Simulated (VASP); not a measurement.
# Si (Cmmm) in VASP: notebook

The runs below take Si through single point, with LDA.

Everything below comes from runs of VASP 6.6.1. Logs are shortened: lines on timing, memory, paths and dates and some standing lists are left out, and cuts for length are marked.

## 1. The cell of the first run

Symmetry: Cmmm, No. 65, orthorhombic system. The conventional cell has a = 2.621 Å, b = 3.858 Å, c = 2.466 Å, α = 90.00°, β = 90.00°, γ = 90.00°. Si (site symmetry mmm) has 8 Si at 2.33 to 2.62 Å within 3.1 Å.

## 2. Single point, LDA (strain -0.1500 x Voigt [0, 1, 0, 0, 0, 0])

The input, INCAR:

```
PREC = Accurate
ENCUT = 520
EDIFF = 1E-6
ISMEAR = 0
SIGMA = 0.15
LREAL = False
LASPH = True
NELM = 60
ALGO = Normal
ISIF = 2
LWAVE = False
LCHARG = False
GGA = CA
NBANDS = 8
```

The input, KPOINTS:

```
regular mesh
0
Gamma
  24 24 20
```

The input, POSCAR:

```
Si
1.0
    2.6205428149      0.0000000000      0.0000000000
   -1.3102714075      1.9290381520      0.0000000000
    0.0000000000      0.0000000000      2.4663543900
Si
1
Direct
    0.0000000000      0.0000000000      0.0000000000
```

Potentials or basis: VASP PAW LDA potentials, release 64 (Si).

On the command line:

```sh
$ cat potpaw_LDA.64/Si/POTCAR > POTCAR
$ mpirun -np 1 vasp_std > vasp.out
```

OUTCAR:

```text
PREC = Accurate
   ENCUT = 520
   EDIFF = 1E-6
   ISMEAR = 0
   LREAL = False
   LASPH = True
   NELM = 60
   ISIF = 2
   GGA = CA

 ion  position               nearest neighbor table
   1  0.000  0.000  0.000-

  Warning from LATTYP: Monoclinic adjustment (A1->A3, A2->A1, A3->A2)!
  LATTYP: Found a base centered orthorhombic cell.
 ALAT       =     2.6205428149
 B/A-ratio  =     1.4722431864
 C/A-ratio  =     0.9411616463

  Lattice vectors:

 A1 = (   1.3102714075,  -1.9290381520,   0.0000000000)
 A2 = (   1.3102714074,   1.9290381520,   0.0000000000)
 A3 = (   0.0000000000,   0.0000000000,   2.4663543900)

Analysis of symmetry for initial positions (statically):
=====================================================================
 Subroutine PRICEL returns:
 Original cell was already a primitive cell.

 Routine SETGRP: Setting up the symmetry group for a
 base centered orthorhombic supercell.

 Subroutine GETGRP returns: Found  8 space group operations
 (whereof  8 operations were pure point group operations)
 out of a pool of  8 trial point group operations.

The static configuration has the point symmetry D_2h.

Analysis of symmetry for dynamics (positions and initial velocities):
=====================================================================
 Subroutine PRICEL returns:
 Original cell was already a primitive cell.

 Routine SETGRP: Setting up the symmetry group for a
 base centered orthorhombic supercell.

 Subroutine GETGRP returns: Found  8 space group operations
 (whereof  8 operations were pure point group operations)
 out of a pool of  8 trial point group operations.

The dynamic configuration has the point symmetry D_2h.

 Subroutine INISYM returns: Found  8 space group operations
 (whereof  8 operations are pure point group operations),
 and found     1 'primitive' translations

----------------------------------------------------------------------------------------

                                     Primitive cell

  volume of cell :      12.4677

  direct lattice vectors                    reciprocal lattice vectors
     2.620542815  0.000000000  0.000000000     0.381600329  0.259196532  0.000000000
    -1.310271407  1.929038152  0.000000000     0.000000000  0.518393065  0.000000000
     0.000000000  0.000000000  2.466354390     0.000000000  0.000000000  0.405456736

  length of vectors
     2.620542815  2.331951833  2.466354390     0.461304296  0.518393065  0.405456736

  position of ions in fractional coordinates (direct lattice)
     0.000000000  0.000000000  0.000000000

  ion indices of the primitive-cell ions
   primitive index   ion index
                 1           1

----------------------------------------------------------------------------------------

 KPOINTS: regular mesh

Automatic generation of k-mesh.
 Grid dimensions read from file:
 generate k-points for:   24   24   20

 Generating k-lattice:

  Cartesian coordinates                     Fractional coordinates (reciprocal lattice)
     0.015900014  0.010799856  0.000000000     0.041666667  0.000000000  0.000000000
     0.000000000  0.021599711  0.000000000     0.000000000  0.041666667  0.000000000
     0.000000000  0.000000000  0.020272837     0.000000000  0.000000000  0.050000000

  Length of vectors
     0.019221012  0.021599711  0.020272837

  Shift w.r.t. Gamma in fractional coordinates (k-lattice)
     0.000000000  0.000000000  0.000000000

 Subroutine IBZKPT returns following result:
 ===========================================

 Found   1727 irreducible k-points:

 Following reciprocal coordinates:
            Coordinates               Weight
  0.000000  0.000000  0.000000      1.000000
  0.041667 -0.000000  0.000000      4.000000
  0.083333  0.000000  0.000000      4.000000
  0.125000 -0.000000  0.000000      4.000000
  0.166667  0.000000  0.000000      4.000000
  0.208333  0.000000  0.000000      4.000000
[... 16 lines left out ...]
  0.375000  0.041667  0.000000      4.000000
  0.416667  0.041667  0.000000      4.000000
 [... further k-points ...]
   k-points           NKPTS =   1727   k-points in BZ     NKDIM =   1727   number of bands    NBANDS=      8
   number of dos      NEDOS =    301   number of ions     NIONS =      1
   total plane-waves  NPLWV =   6480
   dimension x,y,z NGX =    20 NGY =   18 NGZ =   18
   dimension x,y,z NGXF=    40 NGYF=   36 NGZF=   36
   ions per type =               1
   NGX,Y,Z   is equivalent  to a cutoff of  12.69, 12.83, 12.13 a.u.
   NGXF,Y,Z  is equivalent  to a cutoff of  25.38, 25.66, 24.27 a.u.
 SYSTEM =  unknown system
   PREC   = accura    normal or accurate (medium, high low for compatibility)
   ISTART =      0    job   : 0-new  1-cont  2-samecut
   ICHARG =      2    charge: 1-file 2-atom 10-const
   ISPIN  =      1    spin polarized calculation?
   LNONCOLLINEAR =      F non collinear calculations
   LSORBIT =      F    spin-orbit coupling
   LASPH  =      T    aspherical Exc in radial PAW
[... 23 lines left out ...]
  volume/ion in A,a.u.               =      12.47        84.14
  Fermi-wavevector in a.u.,A,eV,Ry     =   1.120725  2.117863 17.089245  1.256024
  Thomas-Fermi vector in A             =   2.257373
   LORBIT       =      0    0 simple, 1 ext, 2 COOP (PROOUT), +10 PAW based schemes
   GGA     = CA    functional components
   LHFCALC =     F    Hartree Fock is set to
   AEXX    =    0.0000 exact exchange contribution
   IVDW    =     0    specifies the selected vdW correction
   LEPSILON=     F    determine dielectric tensor
   LRPA    =     F    only Hartree local field effects (RPA)
 non-spin polarized calculation
 Gauss-broadening in eV      SIGMA  =   0.15
  energy-cutoff  :      520.00
  volume of cell :       12.47
 maximum number of plane-waves:       348
   NGX =  9   NGY =  9   NGZ =  9

 number of electron       4.0000000 magnetization

 Free energy of the ion-electron system (eV)
  ---------------------------------------------------
  ext. energy  EPLUGINS =         0.00000000
  ---------------------------------------------------
  free energy    TOTEN  =        -5.45488220 eV

  energy without entropy =       -5.45086797  energy(sigma->0) =       -5.45287509

 E-fermi :  11.8341     XC(G=0): -11.7958

 val. band max:       11.8332755850   @ k =   0.2083   0.2917   0.2500
 cond. band min:      11.8344551989   @ k =  -0.4167   0.2083   0.2500
 fundamental gap:      0.0011796138
 Fermi energy:        11.8340891438

 k-point     1 :       0.0000    0.0000    0.0000
  band No.  band energies     occupation
      1      -3.7739      2.00000
      2      18.2984      0.00000
      3      18.3962      0.00000
      4      22.9168      0.00000
      5      24.0073      0.00000
      6      25.7413      0.00000
      7      28.9289      0.00000
      8      35.2212      0.00000

 k-point     2 :       0.0417   -0.0000    0.0000
  band No.  band energies     occupation
      1      -3.7205      2.00000
      2      18.3433      0.00000
      3      18.3576      0.00000
      4      22.0561      0.00000
      5      24.0415      0.00000
      6      26.3733      0.00000
      7      29.0025      0.00000
      8      34.6653      0.00000

 k-point     3 :       0.0833    0.0000    0.0000
  band No.  band energies     occupation
      1      -3.5604      2.00000
      2      18.1408      0.00000
      3      18.4779      0.00000
      4      20.7004      0.00000
      5      23.8459      0.00000
      6      27.5271      0.00000
      7      29.0354      0.00000
      8      34.7751      0.00000

 k-point     4 :       0.1250   -0.0000    0.0000
  band No.  band energies     occupation
      1      -3.2938      2.00000
      2      17.3563      0.00000
      3      18.7024      0.00000
      4      19.8027      0.00000
      5      23.5505      0.00000
      6      28.5842      0.00000
      7      28.9125      0.00000
      8      35.6181      0.00000

 k-point     5 :       0.1667    0.0000    0.0000
  band No.  band energies     occupation
      1      -2.9214      2.00000
      2      15.9187      0.00000
      3      19.0164      0.00000
      4      19.5619      0.00000
      5      23.2554      0.00000
      6      28.2808      0.00000
      7      29.9318      0.00000
      8      35.7323      0.00000
[... 177 lines left out ...]
 k-point    22 :       0.3333    0.0417    0.0000
  band No.  band energies     occupation
      1       0.2008      2.00000
      2       8.4044      2.00000
      3      20.0122      0.00000
      4      21.6679      0.00000
      5      22.2484      0.00000
      6      27.3790      0.00000
      7      29.0170      0.00000
      8      32.7232      0.00000

 k-point    23 :       0.3750    0.0417    0.0000
  band No.  band energies     occupation
      1       1.1488      2.00000
      2       6.9330      2.00000
      3      19.7845      0.00000
      4      22.2503      0.00000
      5      22.4682      0.00000
      6      27.7367      0.00000
      7      27.9766      0.00000
      8      32.2537      0.00000

 k-point    24 :       0.4167    0.0417    0.0000
  band No.  band energies     occupation
      1       2.1933      2.00000
      2       5.5453      2.00000
      3      19.5046      0.00000
      4      22.3615      0.00000
      5      23.3222      0.00000
      6      26.5691      0.00000
      7      28.7381      0.00000
      8      31.3922      0.00000

 [... further k-points ...]
[... 5 lines left out ...]
  --------------------------------------------------------------------------------------
  -------------------------------------------------------------------------------------
  Total        2.2626015      4.0489833      0.6628419     -0.0000000      0.0000000      0.0000000
  in kB      290.7576139    520.3181875     85.1790837     -0.0000000      0.0000000      0.0000000
  external PRESSURE =     298.7516284 kB  Pullay stress =       0.0000000 kB

 VOLUME and BASIS-vectors are now :
 -----------------------------------------------------------------------------
  energy-cutoff  :      520.00
  volume of cell :       12.47
      direct lattice vectors                 reciprocal lattice vectors
     2.620542815  0.000000000  0.000000000     0.381600329  0.259196532  0.000000000
    -1.310271407  1.929038152  0.000000000     0.000000000  0.518393065  0.000000000
     0.000000000  0.000000000  2.466354390     0.000000000  0.000000000  0.405456736

 POSITION                                       TOTAL-FORCE (eV/Angst)
 -----------------------------------------------------------------------------------
      0.00000      0.00000      0.00000         0.000000      0.000000      0.000000
 -----------------------------------------------------------------------------------
    total drift:                                0.000000     -0.000000     -0.000000

  FREE ENERGIE OF THE ION-ELECTRON SYSTEM (eV)
  ---------------------------------------------------
  free  energy   TOTEN  =        -5.4548822034 eV

  energy  without entropy=       -5.4508679726  energy(sigma->0) =       -5.45287509
```

Wall time 63 s (1 thread of AMD EPYC 9R45 (Zen 5), shared host); peak memory 0.2 GiB.

Results:

| Item | Value |
| --- | --- |
| Free energy | -5.4549 eV |
| Pressure | 29.9 GPa |
| Band gap on the k mesh | zero (band 2 reaches 18.36 eV, above the bottom of band 3 at 7.74 eV) |

Levels at points of the mesh, in eV from the Fermi level:
| k point | band 1 | band 2 | band 3 | band 4 | band 5 | band 6 | band 7 |
| --- | --- | --- | --- | --- | --- | --- | --- |
| (0.00, 0.00, 0.00) | -15.61 | 6.46 | 6.56 | 11.08 | 12.17 | 13.91 | 17.09 |
| (0.50, 0.00, 0.00) | -8.18 | -8.01 | 8.51 | 9.61 | 12.30 | 13.69 | 17.97 |
| (0.00, 0.50, 0.00) | -6.80 | -5.46 | 3.41 | 5.12 | 14.47 | 14.58 | 19.32 |
| (0.00, 0.00, 0.50) | -10.95 | -8.44 | 13.35 | 15.70 | 17.47 | 18.03 | 19.65 |
| (0.50, 0.00, 0.50) | -4.38 | -2.76 | -2.42 | 0.53 | 13.14 | 15.56 | 16.34 |
| (0.00, 0.50, 0.50) | -3.28 | -0.23 | 0.14 | 1.75 | 6.85 | 11.01 | 11.54 |

Caveat: the cell differs from its parent crystal (strain -0.1500 x Voigt [0, 1, 0, 0, 0, 0]).

## 3. Single point, LDA (strain -0.1125 x Voigt [0, 1, 0, 0, 0, 0])

The input, INCAR:

```
SYSTEM = Si
PREC = Accurate
ENCUT = 520
EDIFF = 1E-6
ISMEAR = 0
SIGMA = 0.15
LREAL = .False.
LASPH = .True.
NELM = 80
ALGO = Normal
ISIF = 2
LWAVE = .False.
LCHARG = .True.
GGA = CA
LELF = .True.
LVHAR = .True.
NBANDS = 8
```

The input, KPOINTS:

```
regular mesh
0
Gamma
  24 24 20
  0 0 0
```

The input, POSCAR:

```
Si
1.0
    2.6205428149      0.0000000000      0.0000000000
   -1.3102714075      2.0141427763      0.0000000000
    0.0000000000      0.0000000000      2.4663543900
Si
1
Direct
    0.0000000000      0.0000000000      0.0000000000
```

Potentials or basis: VASP PAW LDA potentials, release 64 (Si).

On the command line:

```sh
$ cat potpaw_LDA.64/Si/POTCAR > POTCAR
$ mpirun -np 1 vasp_std > vasp.out
```

Run time: 66 s. Hardware: 1 thread of AMD EPYC 9R45 (Zen 5), shared host; peak memory 0.21 GiB.

The run converged. Its results:

```
Free energy            : -5.5980 eV
Pressure               : 18.7 GPa
Band gap on the k mesh : zero (band 2 reaches 18.10 eV, above the bottom of band 3 at 7.31 eV)
```

Stress tensor (GPa, compression positive):
```
18.57  0.00  0.00
 0.00 32.22  0.00
 0.00  0.00  5.41
```

Levels at points of the mesh, in eV from the Fermi level:
```tsv
k point	band 1	band 2	band 3	band 4	band 5
(0.00, 0.00, 0.00)	-15.21	6.85	6.86	11.35	11.55
(0.50, 0.00, 0.00)	-8.06	-7.70	7.97	8.18	12.40
(0.00, 0.50, 0.00)	-6.90	-6.11	3.87	5.50	13.98
(0.00, 0.00, 0.50)	-10.49	-8.10	13.74	15.07	16.79
(0.50, 0.00, 0.50)	-4.00	-2.58	-2.35	0.78	11.72
(0.00, 0.50, 0.50)	-3.29	-0.82	-0.43	1.60	7.36
```

Caveat: the cell differs from its parent crystal (strain -0.1125 x Voigt [0, 1, 0, 0, 0, 0]).

## 4. Single point, LDA (strain -0.0750 x Voigt [0, 1, 0, 0, 0, 0])

The input, INCAR:

```
ALGO = Normal ; EDIFF = 1E-6
ENCUT = 520 ; ISIF = 2
ISMEAR = 0 ; LASPH = True
LCHARG = True ; LELF = True
LREAL = False ; LVHAR = True
LWAVE = False ; NBANDS = 8
NELM = 80 ; PREC = Accurate
SIGMA = 0.15
```

The input, KPOINTS:

```
k-points
0
Gamma
  24 24 20
```

The input, POSCAR:

```
Si
1.0
    2.6205428149      0.0000000000      0.0000000000
   -1.3102714075      2.0992474007      0.0000000000
    0.0000000000      0.0000000000      2.4663543900
Si
1
Direct
    0.0000000000      0.0000000000      0.0000000000
```

On the command line:

```sh
$ cat potpaw_LDA.64/Si/POTCAR > POTCAR
$ mpirun -np 1 vasp_std > vasp.out
```

Wall time 82 s (1 thread of AMD EPYC 9R45 (Zen 5), shared host); peak memory 0.22 GiB.

Results (log left out):

| Item | Value |
| --- | --- |
| Free energy | -5.6840 eV |
| Pressure | 10.3 GPa |
| Band gap on the k mesh | zero (band 2 reaches 17.81 eV, above the bottom of band 3 at 6.36 eV) |

Stress tensor (GPa, compression positive):
```
11.07  0.00  0.00
 0.00 18.29  0.00
 0.00  0.00  1.49
```

Levels at points of the mesh, in eV from the Fermi level:
```
           k point  band 1  band 2  band 3  band 4  band 5  band 6  band 7
(0.00, 0.00, 0.00)  -14.82    7.11    7.24   11.03   11.64   12.39   14.43
(0.50, 0.00, 0.00)   -7.91   -7.38    6.97    7.46   12.51   14.45   17.49
(0.00, 0.50, 0.00)   -6.91   -6.69    4.31    5.87   13.49   14.73   18.19
(0.00, 0.00, 0.50)  -10.05   -7.78   14.15   14.55   15.93   16.99   17.11
(0.50, 0.00, 0.50)   -3.63   -2.37   -2.27    1.03   10.53   13.76   14.07
(0.00, 0.50, 0.50)   -3.22   -1.32   -0.97    1.52    7.84   11.76   11.86
```

Caveat: the cell differs from its parent crystal (strain -0.0750 x Voigt [0, 1, 0, 0, 0, 0]).

## 5. Single point, LDA (strain +0.0750 x Voigt [0, 1, 0, 0, 0, 0])

The input, INCAR:

```
PREC     = Accurate       # precision mode
ENCUT    = 520            # plane-wave cutoff, eV
EDIFF    = 1E-7           # SCF threshold, eV
ISMEAR   = 0              # smearing method
SIGMA    = 0.15           # smearing width, eV
LREAL    = False          # projectors in reciprocal space
LASPH    = True           # aspherical terms in the spheres
NELM     = 60             # most SCF steps
ALGO     = Normal         # electronic algorithm
ISIF     = 2              # what is computed and relaxed
LWAVE    = False          # write WAVECAR
LCHARG   = False          # write CHGCAR
NBANDS   = 8              # bands
```

The input, KPOINTS:

```
Automatic mesh
0
Gamma
  24 24 20
```

The input, POSCAR:

```
Si
1.0
    2.6205428149      0.0000000000      0.0000000000
   -1.3102714075      2.4396658981      0.0000000000
    0.0000000000      0.0000000000      2.4663543900
Si
1
Direct
    0.0000000000      0.0000000000      0.0000000000
```

On the command line:

```sh
$ cat potpaw_LDA.64/Si/POTCAR > POTCAR
$ mpirun -np 1 vasp_std > vasp.out
```

Wall time 87 s (1 thread of AMD EPYC 9R45 (Zen 5), shared host); peak memory 0.24 GiB.

It converged, with:

```
Free energy            : -5.7011 eV
Pressure               : -6.8 GPa
Band gap on the k mesh : zero (band 2 reaches 16.47 eV, above the bottom of band 3 at 4.67 eV)
```

Stress tensor (GPa, compression positive):
```
-6.91  0.00  0.00
 0.00 -9.72  0.00
 0.00  0.00 -3.81
```

Levels at points of the mesh, in eV from the Fermi level:
```
           k point  band 1  band 2  band 3  band 4  band 5  band 6  band 7
(0.00, 0.00, 0.00)  -13.45    7.75    7.93    8.51    9.63   10.52   12.85
(0.50, 0.00, 0.00)   -7.36   -6.25    3.75    5.79   12.88   15.67   16.35
(0.00, 0.50, 0.00)   -8.34   -6.52    5.75    7.09   12.14   15.56   15.91
(0.00, 0.00, 0.50)   -8.48   -6.66   11.49   13.16   13.42   14.65   15.74
(0.50, 0.00, 0.50)   -2.32   -1.96   -1.53    1.92    7.41   11.20   11.25
(0.00, 0.50, 0.50)   -2.71   -2.69   -2.52    1.60    9.41   12.83   12.95
```

Caveat: the cell differs from its parent crystal (strain +0.0750 x Voigt [0, 1, 0, 0, 0, 0]).

## 6. Single point, LDA (strain +0.1125 x Voigt [0, 1, 0, 0, 0, 0])

The input, INCAR:

```
SYSTEM = Si
PREC = Accurate
ENCUT = 520
EDIFF = 1E-7
ISMEAR = 0
SIGMA = 0.15
LREAL = .False.
LASPH = .True.
NELM = 60
ALGO = Normal
ISIF = 2
LWAVE = .False.
LCHARG = .True.
GGA = CA
LELF = .True.
LVHAR = .True.
NBANDS = 8
```

The input, KPOINTS:

```
Automatic mesh
0
Gamma
  24 24 20
  0 0 0
```

The input, POSCAR:

```
Si
1.0
    2.6205428149      0.0000000000      0.0000000000
   -1.3102714075      2.5247705224      0.0000000000
    0.0000000000      0.0000000000      2.4663543900
Si
1
Direct
    0.0000000000      0.0000000000      0.0000000000
```

Potentials or basis: VASP PAW LDA potentials, release 64 (Si).

On the command line:

```sh
$ cat potpaw_LDA.64/Si/POTCAR > POTCAR
$ mpirun -np 1 vasp_std > vasp.out
```

It took 95 s on 1 thread of AMD EPYC 9R45 (Zen 5), shared host; peak memory 0.25 GiB.

It converged, with:

```yaml
Free_energy: -5.6623 eV
Pressure: -8.7 GPa
Band_gap_on_the_k_mesh: zero (band 2 reaches 15.19 eV, above the bottom of band 3 at 4.51 eV)
```

Stress tensor (GPa, compression positive):
```
 -8.95   0.00   0.00
  0.00 -12.73   0.00
  0.00   0.00  -4.47
```

Levels at points of the mesh, in eV from the Fermi level:
```tsv
k point	band 1	band 2	band 3	band 4	band 5
(0.00, 0.00, 0.00)	-13.18	6.88	7.73	8.76	9.40
(0.50, 0.00, 0.00)	-7.24	-6.02	3.22	5.47	12.94
(0.00, 0.50, 0.00)	-8.65	-6.38	6.03	7.32	11.91
(0.00, 0.00, 0.50)	-8.16	-6.44	10.48	12.77	12.93
(0.50, 0.00, 0.50)	-2.06	-1.90	-1.35	2.10	6.92
(0.00, 0.50, 0.50)	-3.04	-2.94	-2.31	1.67	9.71
```

Caveat: the cell differs from its parent crystal (strain +0.1125 x Voigt [0, 1, 0, 0, 0, 0]).

## 7. Overview

```csv
cell,gap on the mesh (eV),pressure (GPa)
"a = 2.621, b = 2.332, c = 2.466 Å, angles 90.0, 90.0, 124.2°, 1 atom",none,29.9
"a = 2.621, b = 2.403, c = 2.466 Å, angles 90.0, 90.0, 123.0°, 1 atom",none,18.7
"a = 2.621, b = 2.475, c = 2.466 Å, angles 90.0, 90.0, 122.0°, 1 atom",none,10.3
"a = 2.621, b = 2.769, c = 2.466 Å, angles 90.0, 90.0, 118.2°, 1 atom",none,-6.8
"a = 2.621, b = 2.845, c = 2.466 Å, angles 90.0, 90.0, 117.4°, 1 atom",none,-8.7
```

Alike in all rows: task single point; level LDA; potentials or basis VASP PAW LDA potentials, release 64 (Si); no spin polarisation; k mesh 24 × 24 × 20; cutoff (eV) 520; smearing gaussian 0.15 eV.

Absolute energies hang on the potentials; compare differences alone.
